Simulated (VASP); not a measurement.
A run of VASP 6.6.1:

File INCAR:

```
PREC = Accurate
ENCUT = 520
EDIFF = 1E-6
ISMEAR = -1
SIGMA = 0.05
LREAL = False
LASPH = True
NELM = 80
ALGO = Normal
ISIF = 2
LWAVE = False
LCHARG = False
GGA = PS
NBANDS = 36
```

File KPOINTS:

```
regular mesh
0
Gamma
  12 12 3
```

The input POSCAR:

```
C
1.0
    2.5078287691      0.0000000000      0.0000000000
   -1.2539143845      2.1718434224      0.0000000000
    0.0000000000      0.0000000000     12.3684345161
C
12
Direct
    0.6666666667      0.3333333333      0.3549223128
    0.3333333333      0.6666666667      0.8549223128
    0.6666666667      0.3333333333      0.1450776872
    0.3333333333      0.6666666667      0.6450776872
    0.6666666667      0.3333333333      0.4792311082
    0.3333333333      0.6666666667      0.9792311082
    0.6666666667      0.3333333333      0.0207688918
    0.3333333333      0.6666666667      0.5207688918
    0.0000000000      0.0000000000      0.8131366246
    0.0000000000      0.0000000000      0.3131366246
    0.0000000000      0.0000000000      0.6868633754
    0.0000000000      0.0000000000      0.1868633754
```

Potentials or basis: VASP PAW PBE potentials, release 64 (C).

The run is started by

```sh
$ cat potpaw_PBE.64/C/POTCAR > POTCAR
$ mpirun -np 1 vasp_std > vasp.out
```

Hardware: 1 thread of AMD EPYC 7R13 (shared host).

Question: How long does it take, and how much memory?

Answer: It took 2.6 min on 1 thread of AMD EPYC 7R13, with other jobs on the host, peak memory 0.18 GiB. Counts: scf iterations 12, k points 38.
